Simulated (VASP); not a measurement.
Crystal: SnBi5O2.

```
Sn Bi O
1.0
     3.50000    0.00000    0.00000
    -1.75000    3.03109    0.00000
     0.00000    0.00000   18.10000
Sn Bi O
1 5 2
Direct
  0.00000 0.00000 0.00000
  0.66667 0.33333 0.19000
  0.33333 0.66667 0.81000
  0.33333 0.66667 0.34500
  0.00000 0.00000 0.50000
  0.66667 0.33333 0.65500
  0.33333 0.66667 0.05500
  0.66667 0.33333 0.94500
```

* Program: VASP 6.6.1
* Task: relaxation of cell and atoms
* Functional: PBE
* Potentials or basis: VASP PAW PBE potentials, release 64 (Sn_d, Bi_d, O)
* Cutoff: 600 eV
* k mesh: 5 × 5 × 1
* Occupations: gaussian, width 0.2 eV
* Spin: no spin polarisation

At the start: pressure 0.3 GPa; volume 24.00 Å³/atom.

Question: How do energy, volume and symmetry change on relaxing?

Answer: Over 11 steps the energy falls by 46.8 meV/atom and the volume is 25.88 Å³/atom (+7.8 %); space group P-3m1 (No. 164, to 0.1 Å) before and after.

The path:
```csv
step,energy change (eV),largest force (eV/Å),pressure (GPa),volume (Å³)
1,0.0000,0.4720,0.31,192.02
2,-0.0987,0.4391,0.14,193.27
3,-0.2632,0.3130,0.50,196.68
4,-0.2897,0.2266,1.00,198.16
5,-0.2919,0.2077,1.41,199.04
6,-0.2787,0.3245,-2.31,213.24
7,-0.3220,0.2392,-0.41,205.33
8,-0.3502,0.2060,-0.32,205.95
9,-0.3458,0.3472,0.28,207.78
10,-0.3711,0.1098,-0.18,206.60
11,-0.3742,0.0416,-0.04,207.07
```

Final structure:
```xyz
8
Lattice="3.4361 0.0000 0.0000 -1.7180 2.9757 0.0000 0.0000 0.0000 20.2517" Properties=species:S:1:pos:R:3 pbc="T T T"
Sn    3.4361    0.0000    0.0000
Bi    1.7180    0.9919    4.1143
Bi    0.0000    1.9838   16.1374
Bi    0.0000    1.9838    6.7504
Bi    3.4361    0.0000   10.1258
Bi    1.7180    0.9919   13.5013
O     0.0000    1.9838    0.9583
O     1.7180    0.9919   19.2934
```

Caveat: the k points lie up to 0.42 Å⁻¹ apart in the final cell, too coarse for converged energies and pressures of a metal; an odd number of electrons without spin polarisation forces a metal; a magnetic or distorted state may lie lower; the relaxation stopped at a loose force limit of 0.08 eV/Å, so its end isn't a converged minimum.
